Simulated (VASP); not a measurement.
# CdSe (F-43m) in VASP: settings compared

Aim: see how the results for CdSe move with the level of theory and the settings. Levels: r2SCAN+rVV10, SVWN5, PBE. Tasks: single point, relaxation of cell and atoms.

All numbers are computed with VASP 6.6.1; they aren't measurements. Logs are shortened: lines on timing, memory, paths and dates and some standing lists are left out, and cuts for length are marked.

### Step 1. The cell of the first run

Symmetry: F-43m, No. 216, cubic system. Conventional cell: a = 6.261 Å, b = 6.261 Å, c = 6.261 Å, α = 90.00°, β = 90.00°, γ = 90.00°. Cd (site symmetry -43m) has 4 Se at 2.71 Å within 3.6 Å. Se (site symmetry -43m) has 4 Cd at 2.71 Å within 3.6 Å.

### Step 2. Single point, r2SCAN+rVV10

POSCAR

```
CdSe
1.0
    0.0000000000      3.1304878824      3.1304878824
    3.1304878824      0.0000000000      3.1304878824
    3.1304878824      3.1304878824      0.0000000000
Cd Se
1 1
Direct
    0.0000000000      0.0000000000      0.0000000000
    0.2500000000      0.2500000000      0.2500000000
```

INCAR.step1

```
PREC     = Accurate       # precision mode
ENCUT    = 520            # plane-wave cutoff, eV
ISMEAR   = -1             # smearing method
SIGMA    = 0.05           # smearing width, eV
LREAL    = False          # projectors in reciprocal space
LASPH    = True           # aspherical terms in the spheres
NELM     = 100            # most SCF steps
NBANDS   = 16             # bands
GGA      = PE             # functional
ALGO     = Normal         # electronic algorithm
EDIFF    = 1E-4           # SCF threshold, eV
LWAVE    = True           # write WAVECAR
LCHARG   = False          # write CHGCAR
```

INCAR.step2

```
PREC     = Accurate       # precision mode
ENCUT    = 520            # plane-wave cutoff, eV
EDIFF    = 1E-7           # SCF threshold, eV
ISMEAR   = -1             # smearing method
SIGMA    = 0.05           # smearing width, eV
LREAL    = False          # projectors in reciprocal space
LASPH    = True           # aspherical terms in the spheres
NELM     = 100            # most SCF steps
ALGO     = Normal         # electronic algorithm
ISIF     = 2              # what is computed and relaxed
LWAVE    = False          # write WAVECAR
LCHARG   = False          # write CHGCAR
METAGGA  = R2SCAN         # meta-GGA
LMIXTAU  = True         
LUSE_VDW = True         
IVDW_NL  = 2            
BPARAM   = 11.95        
CPARAM   = 0.0093       
NBANDS   = 16             # bands
ISTART   = 1
```

KPOINTS

```
regular mesh
0
Gamma
  8 8 8
```

Potentials or basis: VASP PAW PBE potentials, release 64 (Cd, Se).

On the command line:

```console
> cat potpaw_PBE.64/Cd/POTCAR potpaw_PBE.64/Se/POTCAR > POTCAR
> cp INCAR.step1 INCAR
> mpirun -np 1 vasp_std > vasp.out
> cp INCAR.step2 INCAR
> mpirun -np 1 vasp_std > vasp.out
```

OUTCAR:

```text
PREC = Accurate
   ENCUT = 520
   EDIFF = 1E-7
   ISMEAR = -1
   LREAL = False
   LASPH = True
   NELM = 100
   ISIF = 2
   METAGGA = R2SCAN
   IVDW_NL = 2
   BPARAM = 11.95
   ISTART = 1

 ion  position               nearest neighbor table
   1  0.000  0.000  0.000-   2 2.71   2 2.71   2 2.71   2 2.71
   2  0.250  0.250  0.250-   1 2.71   1 2.71   1 2.71   1 2.71

  LATTYP: Found a face centered cubic cell.
 ALAT       =     6.2609757648

  Lattice vectors:

 A1 = (   0.0000000000,   3.1304878824,   3.1304878824)
 A2 = (   3.1304878824,   0.0000000000,   3.1304878824)
 A3 = (   3.1304878824,   3.1304878824,   0.0000000000)

Analysis of symmetry for initial positions (statically):
=====================================================================
 Subroutine PRICEL returns:
 Original cell was already a primitive cell.

 Routine SETGRP: Setting up the symmetry group for a
 face centered cubic supercell.

 Subroutine GETGRP returns: Found 24 space group operations
 (whereof 24 operations were pure point group operations)
 out of a pool of 48 trial point group operations.

The static configuration has the point symmetry T_d .

Analysis of symmetry for dynamics (positions and initial velocities):
=====================================================================
 Subroutine PRICEL returns:
 Original cell was already a primitive cell.

 Routine SETGRP: Setting up the symmetry group for a
 face centered cubic supercell.

 Subroutine GETGRP returns: Found 24 space group operations
 (whereof 24 operations were pure point group operations)
 out of a pool of 48 trial point group operations.

The dynamic configuration has the point symmetry T_d .

 Subroutine INISYM returns: Found 24 space group operations
 (whereof 24 operations are pure point group operations),
 and found     1 'primitive' translations

----------------------------------------------------------------------------------------

                                     Primitive cell

  volume of cell :      61.3573

  direct lattice vectors                    reciprocal lattice vectors
     0.000000000  3.130487882  3.130487882    -0.159719513  0.159719513  0.159719513
     3.130487882  0.000000000  3.130487882     0.159719513 -0.159719513  0.159719513
[... 83 lines left out ...]
   ENCUT  =  520.0 eV  38.22 Ry    6.18 a.u.   8.23  8.23  8.23*2*pi/ulx,y,z
   NELM   =    100;   NELMIN=  2; NELMDL=  0     # of ELM steps
   EDIFF  = 0.1E-06   stopping-criterion for ELM
   LREAL  =      F    real-space projection
   EDIFFG = 0.1E-05   stopping-criterion for IOM
   NSW    =      0    number of steps for IOM
   IBRION =     -1    ionic relax: 0-MD 1-quasi-New 2-CG
   NFREE  =      0    steps in history (QN), initial steepest desc. (CG)
   ISIF   =      2    stress and relaxation
   ISYM   =      2    0-nonsym 1-usesym 2-fastsym
   POTIM  = 0.5000    time-step for ionic-motion
   TEBEG  =    0.0;   TEEND  =   0.0 temperature during run
   PSTRESS=    0.0 pullay stress
   NELECT =      18.0000    total number of electrons
   NUPDOWN=      -1.0000    fix difference up-down
   EMIN   =  10.00;   EMAX   =-10.00  energy-range for DOS
   EFERMI =   0.00;   METHOD = LEGACY
   ISMEAR =    -1;   SIGMA  =   0.05  broadening in eV -4-tet -1-fermi 0-gaus
   EFERMI_NEDOS =   21; number of points for ismear=-14 and -15
   IALGO  =     38    algorithm
   IMIX   =      4    mixing-type and parameters
     AMIX     =   0.40;   BMIX     =  1.00
     AMIX_MAG =   1.60;   BMIX_MAG =  1.00
  volume/ion in A,a.u.               =      30.68       207.03
  Fermi-wavevector in a.u.,A,eV,Ry     =   1.087786  2.055618 16.099493  1.183279
  Thomas-Fermi vector in A             =   2.223954
   LORBIT       =      0    0 simple, 1 ext, 2 COOP (PROOUT), +10 PAW based schemes
   METAGGA = R2SCAN    functional components
   LHFCALC =     F    Hartree Fock is set to
   AEXX    =    0.0000 exact exchange contribution
   IVDW_NL    =     2    kernel type
   BPARAM     =11.9500
   IVDW    =     0    specifies the selected vdW correction
   LEPSILON=     F    determine dielectric tensor
   LRPA    =     F    only Hartree local field effects (RPA)
 non-spin polarized calculation
  energy-cutoff  :      520.00
  volume of cell :       61.36
 maximum number of plane-waves:      1676
 NGX is ok and might be reduce to    36
   NGX = 17   NGY = 17   NGZ = 17

 number of electron      18.0000002 magnetization

 Free energy of the ion-electron system (eV)
  ---------------------------------------------------
  ext. energy  EPLUGINS =         0.00000000
  ---------------------------------------------------
  free energy    TOTEN  =       -35.27737752 eV

  energy without entropy =      -35.27737544  energy(sigma->0) =      -35.27737648

 E-fermi :   0.4392     XC(G=0):  -9.0983

 val. band max:       -0.0229237708   @ k =   0.0000   0.0000   0.0000
 cond. band min:       0.8157031464   @ k =   0.0000   0.0000   0.0000
 fundamental gap:      0.8386269172
 Fermi energy:         0.4392312020

 k-point     1 :       0.0000    0.0000    0.0000
  band No.  band energies     occupation
      1     -12.5834      2.00000
      2      -7.9284      2.00000
      3      -7.9284      2.00000
      4      -7.9284      2.00000
      5      -7.6173      2.00000
      6      -7.6173      2.00000
[... 433 lines left out ...]
      3      -7.8002      2.00000
      4      -7.6312      2.00000
      5      -7.6038      2.00000
      6      -7.3057      2.00000
[... 8 lines left out ...]
     15      11.8795      0.00000
     16      12.8292      0.00000

 [... further k-points ...]

------------------------ aborting loop because EDIFF is reached ----------------------------------------

  FORCE on cell =-STRESS in cart. coord.  units (eV):
  Direction    XX          YY          ZZ          XY          YZ          ZX
  --------------------------------------------------------------------------------------
  -------------------------------------------------------------------------------------
  Total       -1.2375906     -1.2375906     -1.2375906      0.0000000      0.0000000     -0.0000000
  in kB      -32.3162905    -32.3162905    -32.3162905      0.0000000      0.0000000     -0.0000000
  external PRESSURE =     -32.3162905 kB  Pullay stress =       0.0000000 kB

 VOLUME and BASIS-vectors are now :
 -----------------------------------------------------------------------------
  energy-cutoff  :      520.00
  volume of cell :       61.36
      direct lattice vectors                 reciprocal lattice vectors
     0.000000000  3.130487882  3.130487882    -0.159719513  0.159719513  0.159719513
     3.130487882  0.000000000  3.130487882     0.159719513 -0.159719513  0.159719513
     3.130487882  3.130487882  0.000000000     0.159719513  0.159719513 -0.159719513

 POSITION                                       TOTAL-FORCE (eV/Angst)
 -----------------------------------------------------------------------------------
      0.00000      0.00000      0.00000        -0.000000     -0.000000     -0.000000
      1.56524      1.56524      1.56524         0.000000      0.000000      0.000000
 -----------------------------------------------------------------------------------
    total drift:                                0.000000      0.000000      0.000000

  FREE ENERGIE OF THE ION-ELECTRON SYSTEM (eV)
  ---------------------------------------------------
  free  energy   TOTEN  =       -35.2773775247 eV

  energy  without entropy=      -35.2773754392  energy(sigma->0) =      -35.27737648
```

OUTCAR.step1:

```text
PREC = Accurate
   ENCUT = 520
   ISMEAR = -1
   LREAL = False
   LASPH = True
[... 677 lines left out ...]
      0.00000      0.00000      0.00000        -0.000000     -0.000000     -0.000000
      1.56524      1.56524      1.56524         0.000000      0.000000      0.000000
 -----------------------------------------------------------------------------------
    total drift:                               -0.000000     -0.000000     -0.000000

  FREE ENERGIE OF THE ION-ELECTRON SYSTEM (eV)
  ---------------------------------------------------
  free  energy   TOTEN  =        -5.4940794094 eV

  energy  without entropy=       -5.4940043756  energy(sigma->0) =       -5.49404189
```

It took 7.5 min on 1 thread of Intel Xeon 8259CL, shared host; peak memory 0.41 GiB.

Results:

- Free energy: -35.2774 eV
- Pressure: -3.2 GPa
- Band gap on the k mesh: 0.84 eV

Caveat: the cell stands under tension; the PAW data sets were made with another functional, which shifts forces and pressure a little.

### Step 3. Relaxation of cell and atoms, SVWN5

This run uses another cell than the first one, of 28.94 Å³/atom.

INCAR

```
SYSTEM = CdSe
PREC = Accurate ; ENCUT = 600
EDIFF = 1E-6 ; ISMEAR = -1
SIGMA = 0.05 ; LREAL = .False.
LASPH = .True. ; NELM = 100
ALGO = Normal ; ISIF = 3
LWAVE = .False. ; LCHARG = .False.
GGA = VW ; IBRION = 2
NSW = 60 ; EDIFFG = -0.01
```

KPOINTS

```
regular mesh
0
Gamma
  8 8 8
  0 0 0
```

POSCAR

```
CdSe
1.0
    0.0000000000      3.0702711986      3.0702711986
    3.0702711986      0.0000000000      3.0702711986
    3.0702711986      3.0702711986      0.0000000000
Cd Se
1 1
Direct
    0.0000000000      0.0000000000      0.0000000000
    0.2500000000      0.2500000000      0.2500000000
```

Potentials or basis: VASP PAW PBE potentials, release 64 (Cd, Se).

On the command line:

```console
> cat potpaw_PBE.64/Cd/POTCAR potpaw_PBE.64/Se/POTCAR > POTCAR
> mpirun -np 1 vasp_std > vasp.out
```

OUTCAR:

```text
SYSTEM = CdSe
   PREC = Accurate
   ENCUT = 600
   EDIFF = 1E-6
   ISMEAR = -1
   LREAL = .False.
   LASPH = .True.
   NELM = 100
   ISIF = 3
   GGA = VW
   IBRION = 2
   NSW = 60
   EDIFFG = -0.01

 ion  position               nearest neighbor table
   1  0.000  0.000  0.000-   2 2.66   2 2.66   2 2.66   2 2.66
   2  0.250  0.250  0.250-   1 2.66   1 2.66   1 2.66   1 2.66

  LATTYP: Found a face centered cubic cell.
 ALAT       =     6.1405423972

  Lattice vectors:

 A1 = (   0.0000000000,   3.0702711986,   3.0702711986)
 A2 = (   3.0702711986,   0.0000000000,   3.0702711986)
 A3 = (   3.0702711986,   3.0702711986,   0.0000000000)

Analysis of symmetry for initial positions (statically):
=====================================================================
 Subroutine PRICEL returns:
 Original cell was already a primitive cell.

 Routine SETGRP: Setting up the symmetry group for a
 face centered cubic supercell.

 Subroutine GETGRP returns: Found 24 space group operations
 (whereof 24 operations were pure point group operations)
 out of a pool of 48 trial point group operations.

The static configuration has the point symmetry T_d .

Analysis of symmetry for dynamics (positions and initial velocities):
=====================================================================
 Subroutine PRICEL returns:
 Original cell was already a primitive cell.

 Routine SETGRP: Setting up the symmetry group for a
 face centered cubic supercell.
[... 229 lines left out ...]
  ext. energy  EPLUGINS =         0.00000000
  ---------------------------------------------------
  free energy    TOTEN  =        -6.72912821 eV

  energy without entropy =       -6.72904768  energy(sigma->0) =       -6.72908795

 E-fermi :   1.1192     XC(G=0):  -9.4205

 val. band max:        0.8829657369   @ k =   0.0000   0.0000   0.0000
 cond. band min:       1.2809283158   @ k =   0.0000   0.0000   0.0000
 fundamental gap:      0.3979625789
 Fermi energy:         1.1191613653

 k-point     1 :       0.0000    0.0000    0.0000
  band No.  band energies     occupation
      1     -11.9763      2.00000
      2      -7.1695      2.00000
      3      -7.1695      2.00000
      4      -7.1695      2.00000
      5      -6.7538      2.00000
      6      -6.7538      2.00000
      7       0.8830      1.98240
      8       0.8830      1.98240
      9       0.8830      1.98240
     10       1.2809      0.07571
     11       6.6780      0.00000
     12       6.6780      0.00000
     13       6.6780      0.00000
[... 354 lines left out ...]
  band No.  band energies     occupation
      1     -11.5029      2.00000
      2      -7.0282      2.00000
      3      -6.9989      2.00000
      4      -6.7784      2.00000
      5      -6.7366      2.00000
      6      -6.3447      2.00000
      7      -3.5259      2.00000
      8      -1.2586      2.00000
      9      -0.4422      2.00000
     10       4.6589      0.00000
     11       6.1617      0.00000
     12       7.6423      0.00000
     13       8.8186      0.00000

 [... further k-points ...]

------------------------ aborting loop because EDIFF is reached ----------------------------------------

  FORCE on cell =-STRESS in cart. coord.  units (eV):
  Direction    XX          YY          ZZ          XY          YZ          ZX
  --------------------------------------------------------------------------------------
  -------------------------------------------------------------------------------------
  Total       -0.0052032     -0.0052032     -0.0052032     -0.0000000     -0.0000000     -0.0000000
  in kB       -0.1529307     -0.1529307     -0.1529307     -0.0000000     -0.0000000     -0.0000000
  external PRESSURE =      -0.1529307 kB  Pullay stress =       0.0000000 kB
[... 17 lines left out ...]
  FREE ENERGIE OF THE ION-ELECTRON SYSTEM (eV)
  ---------------------------------------------------
  free  energy   TOTEN  =        -6.7291282071 eV

  energy  without entropy=       -6.7290476845  energy(sigma->0) =       -6.72908795

 reached required accuracy - stopping structural energy minimisation
```

It took 93 s on 1 thread of Intel Xeon 8259CL, shared host; peak memory 0.2 GiB.

What came out:

| Property | Result |
| --- | --- |
| Free energy | -6.7291 eV |
| Relaxed volume | 27.26 Å³/atom |
| Relaxed cell | a = 4.256 Å, b = 4.256 Å, c = 4.256 Å, α = 60.00°, β = 60.00°, γ = 60.00° |
| Space group after relaxing (to 0.1 Å) | F-43m (No. 216) |
| Energy gained by relaxing | 16.8 meV/atom |
| Ionic steps | 3 |
| Pressure after relaxing | 0.0 GPa |
| Band gap on the k mesh | 0.40 eV |

The path:
```csv
step,energy change (eV),largest force (eV/Å),pressure (GPa),volume (Å³)
1,0.0000,0.0000,-3.02,57.88
2,-0.0296,0.0000,1.22,53.43
3,-0.0337,0.0000,-0.02,54.51
```

Final structure:
```
CELL_PARAMETERS angstrom
0.00000 3.00943 3.00943
3.00943 0.00000 3.00943
3.00943 3.00943 0.00000
ATOMIC_POSITIONS crystal
Cd 0.00000 0.00000 0.00000
Se 0.25000 0.25000 0.25000
```

Caveat: semilocal functionals underestimate gaps, and a narrow one can read as zero; the PAW data sets were made with another functional, which shifts forces and pressure a little.

### Step 4. Single point, PBE, non-collinear spin, zero start, spin-orbit coupling

This run uses another cell than the first one, of 27.21 Å³/atom.

INCAR

```
SYSTEM = CdSe
  ALGO = Normal
  EDIFF = 1E-7
  ENCUT = 520
  GGA = PE
  GGA_COMPAT = .False.
  ISIF = 2
  ISMEAR = -1
  LASPH = .True.
  LCHARG = .False.
  LNONCOLLINEAR = .True.
  LORBIT = 11
  LORBMOM = .True.
  LREAL = .False.
  LSORBIT = .True.
  LWAVE = .False.
  MAGMOM = 0 0 0 0 0 0
  NBANDS = 30
  NELM = 150
  PREC = Accurate
  SIGMA = 0.05
```

KPOINTS

```
k-points
0
Gamma
  8 8 8
  0 0 0
```

POSCAR

```
CdSe
1.0
    0.0000000000      3.0075950161      3.0075950161
    3.0075950161      0.0000000000      3.0075950161
    3.0075950161      3.0075950161      0.0000000000
Cd Se
1 1
Direct
    0.0000000000      0.0000000000      0.0000000000
    0.2500000000      0.2500000000      0.2500000000
```

On the command line:

```console
> cat potpaw_PBE.64/Cd/POTCAR potpaw_PBE.64/Se/POTCAR > POTCAR
> mpirun -np 1 vasp_ncl > vasp.out
```

Wall time 4 min (1 thread of Intel Xeon 8259CL, shared host); peak memory 0.37 GiB.

Results (log left out):

```
Free energy                                           : -5.4676 eV
Pressure                                              : 5.3 GPa
Net moment                                            : 0.00 μB per cell
Valence electrons inside the program's atomic spheres : Cd 10.34; Se 3.88
```

Moments on the atoms (μB; x, y, z):
```
Cd  0.00 0.00 0.00
Se  0.00 0.00 0.00
```

Caveat: the cell stands under pressure.

### Step 5. Single point, PBE, non-collinear spin, zero start, spin-orbit coupling

This run uses another cell than the first one, of 27.78 Å³/atom.

INCAR

```
ALGO = Normal
EDIFF = 1E-7
ENCUT = 520
GGA = PE
GGA_COMPAT = F
ISIF = 2
ISMEAR = -1
LASPH = T
LCHARG = F
LORBIT = 11
LORBMOM = T
LREAL = F
LSORBIT = T
LWAVE = F
MAGMOM = 0 0 0 0 0 0
NBANDS = 30
NELM = 150
PREC = Accurate
SIGMA = 0.05
```

KPOINTS

```
k-points
0
Gamma
  8 8 8
```

POSCAR

```
CdSe
1.0
    0.0000000000      3.0287759606      3.0287759606
    3.0287759606      0.0000000000      3.0287759606
    3.0287759606      3.0287759606      0.0000000000
Cd Se
1 1
Direct
    0.0000000000      0.0000000000      0.0000000000
    0.2500000000      0.2500000000      0.2500000000
```

On the command line:

```console
> cat potpaw_PBE.64/Cd/POTCAR potpaw_PBE.64/Se/POTCAR > POTCAR
> mpirun -np 1 vasp_ncl > vasp.out
```

Run time: 4.7 min. Hardware: 1 thread of Intel Xeon 8259CL, shared host; peak memory 0.37 GiB.

The run converged. Its results:

| Quantity | Value |
| --- | --- |
| Free energy | -5.5005 eV |
| Pressure | 3.9 GPa |
| Net moment | 0.00 μB per cell |
| Valence electrons inside the program's atomic spheres | Cd 10.32; Se 3.87 |

Moments on the atoms (μB; x, y, z):
```
Cd  0.00 0.00 0.00
Se  0.00 0.00 0.00
```

Caveat: the cell stands under pressure.

### Step 6. Overview

| task | level | spin | cell | cutoff (eV) | gap on the mesh (eV) | pressure (GPa) | moment (μB) |
| --- | --- | --- | --- | --- | --- | --- | --- |
| single point | r2SCAN+rVV10 | off | a = 4.427 Å, angles 60.0°, 2 atoms | 520 | 0.84 | -3.2 | - |
| relaxation of cell and atoms | SVWN5 | off | relaxed from a = 4.342 Å, angles 60.0°, 2 atoms | 600 | 0.40 | 0.0 | - |
| single point | PBE | non-collinear, zero start, SOC | a = 4.253 Å, angles 60.0°, 2 atoms | 520 | - | 5.3 | 0.00 |
| single point | PBE | non-collinear, zero start, SOC | a = 4.283 Å, angles 60.0°, 2 atoms | 520 | - | 3.9 | 0.00 |

Alike in all rows: potentials or basis VASP PAW PBE potentials, release 64 (Cd, Se); k mesh 8 × 8 × 8; smearing fermi-dirac 0.05 eV.

Caveats: the PAW data sets were made with another functional, which shifts forces and pressure a little (at least some runs); the cell stands under pressure (at least some runs); the cell stands under tension (at least some runs); semilocal functionals underestimate gaps, and a narrow one can read as zero (at least some runs).

Absolute energies hang on the potentials; compare differences alone.
